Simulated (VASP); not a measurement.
# CaO (Lime) (Fm-3m) in VASP: settings compared

CaO (Lime) is run at these levels: PBEsol, LDA; tasks: single point.

All numbers are computed with VASP 6.6.1; they aren't measurements. Logs are shortened: lines on timing, memory, paths and dates and some standing lists are left out, and cuts for length are marked.

## 1. The cell of the first run

The structure is cubic, space group Fm-3m (No. 225). Conventional cell: a = 4.767 Å, b = 4.767 Å, c = 4.767 Å, α = 90.00°, β = 90.00°, γ = 90.00°. Within 3.1 Å of Ca (site symmetry m-3m) lie 6 O at 2.38 Å. O (site symmetry m-3m) has 6 Ca at 2.38 Å within 3.1 Å.

## 2. Single point, PBEsol

The input, INCAR:

```
  PREC = Accurate
  ENCUT = 520
  EDIFF = 1E-6
  ISMEAR = -1
  SIGMA = 0.02
  LREAL = False
  LASPH = True
  NELM = 60
  ALGO = Normal
  ISIF = 2
  LWAVE = False
  LCHARG = False
  GGA = PS
  NBANDS = 15
```

The input, KPOINTS:

```
Automatic mesh
0
Gamma
  8 8 8
```

The input, POSCAR:

```
CaO
1.0
    0.0000000000      2.3835681096      2.3835681096
    2.3835681096      0.0000000000      2.3835681096
    2.3835681096      2.3835681096      0.0000000000
Ca O
1 1
Direct
    0.0000000000      0.0000000000      0.0000000000
    0.5000000000      0.5000000000      0.5000000000
```

Potentials or basis: VASP PAW PBE potentials, release 64 (Ca_sv, O).

Started as:

```sh
> cat potpaw_PBE.64/Ca_sv/POTCAR potpaw_PBE.64/O/POTCAR > POTCAR
> mpirun -np 1 vasp_std > vasp.out
```

OUTCAR:

```text
PREC = Accurate
   ENCUT = 520
   EDIFF = 1E-6
   ISMEAR = -1
   LREAL = False
   LASPH = True
   NELM = 60
   ISIF = 2
   GGA = PS

 ion  position               nearest neighbor table
   1  0.000  0.000  0.000-   2 2.38   2 2.38   2 2.38   2 2.38   2 2.38   2 2.38
   2  0.500  0.500  0.500-   1 2.38   1 2.38   1 2.38   1 2.38   1 2.38   1 2.38

  LATTYP: Found a face centered cubic cell.
 ALAT       =     4.7671362192

  Lattice vectors:

 A1 = (   0.0000000000,   2.3835681096,   2.3835681096)
 A2 = (   2.3835681096,   0.0000000000,   2.3835681096)
 A3 = (   2.3835681096,   2.3835681096,   0.0000000000)

Analysis of symmetry for initial positions (statically):
=====================================================================
 Subroutine PRICEL returns:
 Original cell was already a primitive cell.

 Routine SETGRP: Setting up the symmetry group for a
 face centered cubic supercell.

 Subroutine GETGRP returns: Found 48 space group operations
 (whereof 48 operations were pure point group operations)
 out of a pool of 48 trial point group operations.

The static configuration has the point symmetry O_h .

Analysis of symmetry for dynamics (positions and initial velocities):
=====================================================================
 Subroutine PRICEL returns:
 Original cell was already a primitive cell.

 Routine SETGRP: Setting up the symmetry group for a
 face centered cubic supercell.

 Subroutine GETGRP returns: Found 48 space group operations
 (whereof 48 operations were pure point group operations)
 out of a pool of 48 trial point group operations.

The dynamic configuration has the point symmetry O_h .

 Subroutine INISYM returns: Found 48 space group operations
 (whereof 48 operations are pure point group operations),
 and found     1 'primitive' translations

----------------------------------------------------------------------------------------

                                     Primitive cell

  volume of cell :      27.0840

  direct lattice vectors                    reciprocal lattice vectors
     0.000000000  2.383568110  2.383568110    -0.209769546  0.209769546  0.209769546
     2.383568110  0.000000000  2.383568110     0.209769546 -0.209769546  0.209769546
     2.383568110  2.383568110  0.000000000     0.209769546  0.209769546 -0.209769546

  length of vectors
     3.370874347  3.370874347  3.370874347     0.363331511  0.363331511  0.363331511

  position of ions in fractional coordinates (direct lattice)
     0.000000000  0.000000000  0.000000000
     0.500000000  0.500000000  0.500000000

  ion indices of the primitive-cell ions
   primitive index   ion index
                 1           1
                 2           2

----------------------------------------------------------------------------------------

 KPOINTS: Automatic mesh

Automatic generation of k-mesh.
 Grid dimensions read from file:
 generate k-points for:    8    8    8

 Generating k-lattice:

  Cartesian coordinates                     Fractional coordinates (reciprocal lattice)
    -0.026221193  0.026221193  0.026221193     0.125000000  0.000000000  0.000000000
     0.026221193 -0.026221193  0.026221193     0.000000000  0.125000000  0.000000000
     0.026221193  0.026221193 -0.026221193     0.000000000  0.000000000  0.125000000

  Length of vectors
     0.045416439  0.045416439  0.045416439

  Shift w.r.t. Gamma in fractional coordinates (k-lattice)
     0.000000000  0.000000000  0.000000000

 Subroutine IBZKPT returns following result:
 ===========================================

 Found     29 irreducible k-points:

 Following reciprocal coordinates:
            Coordinates               Weight
  0.000000  0.000000  0.000000      1.000000
  0.125000  0.000000  0.000000      8.000000
  0.250000  0.000000  0.000000      8.000000
  0.375000  0.000000  0.000000      8.000000
  0.500000  0.000000  0.000000      4.000000
  0.125000  0.125000  0.000000      6.000000
[... 16 lines left out ...]
  0.500000  0.250000  0.125000     48.000000
 -0.375000  0.250000  0.125000     24.000000
 [... further k-points ...]
   k-points           NKPTS =     29   k-points in BZ     NKDIM =     29   number of bands    NBANDS=     15
   number of dos      NEDOS =    301   number of ions     NIONS =      2
   total plane-waves  NPLWV =  21952
   dimension x,y,z NGX =    28 NGY =   28 NGZ =   28
   dimension x,y,z NGXF=    56 NGYF=   56 NGZF=   56
   ions per type =               1   1
   NGX,Y,Z   is equivalent  to a cutoff of  13.81, 13.81, 13.81 a.u.
   NGXF,Y,Z  is equivalent  to a cutoff of  27.62, 27.62, 27.62 a.u.
 SYSTEM =  unknown system
   PREC   = accura    normal or accurate (medium, high low for compatibility)
   ISTART =      0    job   : 0-new  1-cont  2-samecut
   ICHARG =      2    charge: 1-file 2-atom 10-const
   ISPIN  =      1    spin polarized calculation?
   LNONCOLLINEAR =      F non collinear calculations
   LSORBIT =      F    spin-orbit coupling
   LASPH  =      T    aspherical Exc in radial PAW
   ENCUT  =  520.0 eV  38.22 Ry    6.18 a.u.   6.27  6.27  6.27*2*pi/ulx,y,z
   NELM   =     60;   NELMIN=  2; NELMDL= -5     # of ELM steps
   EDIFF  = 0.1E-05   stopping-criterion for ELM
   LREAL  =      F    real-space projection
   EDIFFG = 0.1E-04   stopping-criterion for IOM
   NSW    =      0    number of steps for IOM
   IBRION =     -1    ionic relax: 0-MD 1-quasi-New 2-CG
   NFREE  =      0    steps in history (QN), initial steepest desc. (CG)
   ISIF   =      2    stress and relaxation
   ISYM   =      2    0-nonsym 1-usesym 2-fastsym
   POTIM  = 0.5000    time-step for ionic-motion
   TEBEG  =    0.0;   TEEND  =   0.0 temperature during run
   PSTRESS=    0.0 pullay stress
   NELECT =      16.0000    total number of electrons
   NUPDOWN=      -1.0000    fix difference up-down
   EMIN   =  10.00;   EMAX   =-10.00  energy-range for DOS
   EFERMI =   0.00;   METHOD = LEGACY
   ISMEAR =    -1;   SIGMA  =   0.02  broadening in eV -4-tet -1-fermi 0-gaus
   EFERMI_NEDOS =   21; number of points for ismear=-14 and -15
   IALGO  =     38    algorithm
   IMIX   =      4    mixing-type and parameters
     AMIX     =   0.40;   BMIX     =  1.00
     AMIX_MAG =   1.60;   BMIX_MAG =  1.00
  volume/ion in A,a.u.               =      13.54        91.39
  Fermi-wavevector in a.u.,A,eV,Ry     =   1.373654  2.595829 25.673166  1.886924
  Thomas-Fermi vector in A             =   2.499151
   LORBIT       =      0    0 simple, 1 ext, 2 COOP (PROOUT), +10 PAW based schemes
   GGA     = PS    functional components
   LHFCALC =     F    Hartree Fock is set to
   AEXX    =    0.0000 exact exchange contribution
   IVDW    =     0    specifies the selected vdW correction
   LEPSILON=     F    determine dielectric tensor
   LRPA    =     F    only Hartree local field effects (RPA)
 non-spin polarized calculation
  energy-cutoff  :      520.00
  volume of cell :       27.08
 maximum number of plane-waves:       745
 NGX is ok and might be reduce to    28
   NGX = 13   NGY = 13   NGZ = 13

 number of electron      15.9999997 magnetization

 Free energy of the ion-electron system (eV)
  ---------------------------------------------------
  ext. energy  EPLUGINS =         0.00000000
  ---------------------------------------------------
  free energy    TOTEN  =       -13.41079766 eV

  energy without entropy =      -13.41079766  energy(sigma->0) =      -13.41079766

 E-fermi :   2.7237     XC(G=0): -10.8588

 val. band max:        2.3363340350   @ k =   0.0000   0.0000   0.0000
 cond. band min:       5.8575991730   @ k =   0.5000   0.5000   0.0000
 fundamental gap:      3.5212651380
 Fermi energy:         2.7237196763

 k-point     1 :       0.0000    0.0000    0.0000
  band No.  band energies     occupation
      1     -34.9523      2.00000
      2     -15.7741      2.00000
      3     -15.7741      2.00000
      4     -15.7741      2.00000
      5     -13.1561      2.00000
      6       2.3363      2.00000
      7       2.3363      2.00000
      8       2.3363      2.00000
      9       7.0996      0.00000
     10       8.5857      0.00000
     11       8.5857      0.00000
     12       8.5857      0.00000
     13      10.1664      0.00000
     14      10.1664      0.00000
     15      17.3160      0.00000

 k-point     2 :       0.1250    0.0000    0.0000
  band No.  band energies     occupation
      1     -34.9350      2.00000
      2     -16.0263      2.00000
      3     -15.7829      2.00000
      4     -15.7829      2.00000
      5     -12.8946      2.00000
      6       1.7780      2.00000
      7       2.1124      2.00000
      8       2.1124      2.00000
      9       7.7968      0.00000
     10       8.5399      0.00000
     11       8.8637      0.00000
     12       8.8637      0.00000
     13      10.5555      0.00000
     14      10.5555      0.00000
     15      17.9587      0.00000

 k-point     3 :       0.2500    0.0000    0.0000
  band No.  band energies     occupation
      1     -34.8929      2.00000
      2     -16.5109      2.00000
      3     -15.8039      2.00000
      4     -15.8039      2.00000
      5     -12.3854      2.00000
      6       0.7350      2.00000
      7       1.6354      2.00000
      8       1.6354      2.00000
      9       8.6021      0.00000
     10       9.2801      0.00000
     11       9.5949      0.00000
     12       9.5949      0.00000
     13      11.4896      0.00000
     14      11.4896      0.00000
     15      18.4308      0.00000
[... 343 lines left out ...]
 k-point    23 :       0.5000    0.2500    0.1250
  band No.  band energies     occupation
      1     -34.8286      2.00000
      2     -16.7230      2.00000
      3     -16.0262      2.00000
      4     -15.8862      2.00000
      5     -12.1854      2.00000
      6       0.2574      2.00000
      7       1.2140      2.00000
      8       1.4630      2.00000
      9       8.2101      0.00000
     10       9.9171      0.00000
     11      10.9530      0.00000
     12      11.0727      0.00000
     13      12.4815      0.00000
     14      13.6436      0.00000
     15      17.3281      0.00000

 k-point    24 :      -0.3750    0.2500    0.1250
  band No.  band energies     occupation
      1     -34.8145      2.00000
      2     -16.7914      2.00000
      3     -16.0431      2.00000
      4     -15.9149      2.00000
      5     -12.1261      2.00000
      6       0.2037      2.00000
      7       1.1659      2.00000
      8       1.2301      2.00000
      9       9.1362      0.00000
     10       9.1995      0.00000
     11      11.2661      0.00000
     12      11.4686      0.00000
     13      12.7920      0.00000
     14      14.4418      0.00000
     15      16.4088      0.00000

 [... further k-points ...]
[... 5 lines left out ...]
  --------------------------------------------------------------------------------------
  -------------------------------------------------------------------------------------
  Total        0.1038806      0.1038806      0.1038806      0.0000000      0.0000000     -0.0000000
  in kB        6.1451480      6.1451480      6.1451480      0.0000000      0.0000000     -0.0000000
  external PRESSURE =       6.1451480 kB  Pullay stress =       0.0000000 kB

 VOLUME and BASIS-vectors are now :
 -----------------------------------------------------------------------------
  energy-cutoff  :      520.00
  volume of cell :       27.08
      direct lattice vectors                 reciprocal lattice vectors
     0.000000000  2.383568110  2.383568110    -0.209769546  0.209769546  0.209769546
     2.383568110  0.000000000  2.383568110     0.209769546 -0.209769546  0.209769546
     2.383568110  2.383568110  0.000000000     0.209769546  0.209769546 -0.209769546

 POSITION                                       TOTAL-FORCE (eV/Angst)
 -----------------------------------------------------------------------------------
      0.00000      0.00000      0.00000        -0.000000      0.000000      0.000000
      2.38357      2.38357      2.38357         0.000000     -0.000000     -0.000000
 -----------------------------------------------------------------------------------
    total drift:                                0.000000      0.000000      0.000000

  FREE ENERGIE OF THE ION-ELECTRON SYSTEM (eV)
  ---------------------------------------------------
  free  energy   TOTEN  =       -13.4107976599 eV

  energy  without entropy=      -13.4107976599  energy(sigma->0) =      -13.41079766
```

Run time: 15 s. Hardware: 1 thread of AMD EPYC 9R45 (Zen 5), shared host; peak memory 0.13 GiB.

Results:

```yaml
Free_energy: -13.4108 eV
Pressure: 0.6 GPa
Band_gap_on_the_k_mesh: 3.52 eV, indirect (least direct gap 3.89 eV)
```

Caveat: the PAW data sets were made with another functional, which shifts forces and pressure a little.

## 3. Single point, LDA

This run uses another cell than the first one, of 13.04 Å³/atom, 0.963 times its volume.

The input, INCAR:

```
SYSTEM = CaO
ALGO = Normal ; EDIFF = 1E-6
ENCUT = 520 ; GGA = CA
ISIF = 2 ; ISMEAR = -1
LASPH = .TRUE. ; LCHARG = .TRUE.
LELF = .TRUE. ; LREAL = .FALSE.
LVHAR = .TRUE. ; LWAVE = .FALSE.
NBANDS = 15 ; NELM = 60
PREC = Accurate ; SIGMA = 0.02
```

The input, KPOINTS:

```
k-points
0
G
  8 8 8
  0 0 0
```

The input, POSCAR:

```
CaO
1.0
    0.0000000000      2.3539957932      2.3539957932
    2.3539957932      0.0000000000      2.3539957932
    2.3539957932      2.3539957932      0.0000000000
Ca O
1 1
Direct
    0.0000000000      0.0000000000      0.0000000000
    0.5000000000      0.5000000000      0.5000000000
```

Potentials or basis: VASP PAW LDA potentials, release 64 (Ca_sv, O).

Started as:

```sh
> cat potpaw_LDA.64/Ca_sv/POTCAR potpaw_LDA.64/O/POTCAR > POTCAR
> mpirun -np 1 vasp_std > vasp.out
```

Run time: 15 s. Hardware: 1 thread of AMD EPYC 9R45 (Zen 5), shared host; peak memory 0.11 GiB.

It converged, with:

* Free energy: -14.2204 eV
* Pressure: 1.0 GPa
* Band gap on the k mesh: 3.42 eV, indirect (least direct gap 3.78 eV)

Levels at points of the mesh, in eV from the valence-band top:
```
           k point  band 6  band 7  band 8  band 9  band 10  band 11
(0.00, 0.00, 0.00)    0.00    0.00    0.00    5.08     6.25     6.25
(0.50, 0.00, 0.00)   -2.86   -1.36   -1.36    7.24     8.64     8.64
(0.50, 0.50, 0.00)   -1.27   -0.36   -0.36    3.42     8.49     9.23
```

A k mesh can miss the band edges.
